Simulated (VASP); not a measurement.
A run of VASP 6.6.1 is set up as follows.

File POSCAR:

```
KBr
1.0
    0.0000000000      3.2000287049      3.2000287049
    3.2000287049      0.0000000000      3.2000287049
    3.2000287049      3.2000287049      0.0000000000
K Br
1 1
Direct
    0.0000000000      0.0000000000      0.0000000000
    0.5000000000      0.5000000000      0.5000000000
```

File INCAR.step1:

```
PREC = Accurate ; ENCUT = 520
ISMEAR = 0 ; SIGMA = 0.02
LREAL = F ; LASPH = T
NELM = 60 ; NBANDS = 15
GGA = PE ; ALGO = Normal
EDIFF = 1E-4 ; LWAVE = T
LCHARG = F
```

Contents of INCAR.step2:

```
PREC = Accurate ; ENCUT = 520
EDIFF = 1E-6 ; ISMEAR = 0
SIGMA = 0.02 ; LREAL = F
LASPH = T ; NELM = 60
ALGO = Normal ; ISIF = 2
LWAVE = F ; LCHARG = F
METAGGA = R2SCAN ; LMIXTAU = T
NBANDS = 15 ; ISTART = 1
```

The input KPOINTS:

```
regular mesh
0
Gamma
  6 6 6
```

Potentials or basis: VASP PAW PBE potentials, release 64 (K_sv, Br).

Command:

```console
$ cat potpaw_PBE.64/K_sv/POTCAR potpaw_PBE.64/Br/POTCAR > POTCAR
$ cp INCAR.step1 INCAR
$ mpirun -np 1 vasp_std > vasp.out
$ cp INCAR.step2 INCAR
$ mpirun -np 1 vasp_std > vasp.out
```

Task: Estimate the band gap on the k mesh.

Result: 5.36 eV, direct.

Task: Predict the pressure.

Result: 2.0 GPa.

Caveat: the PAW data sets were made with another functional, which shifts forces and pressure a little.
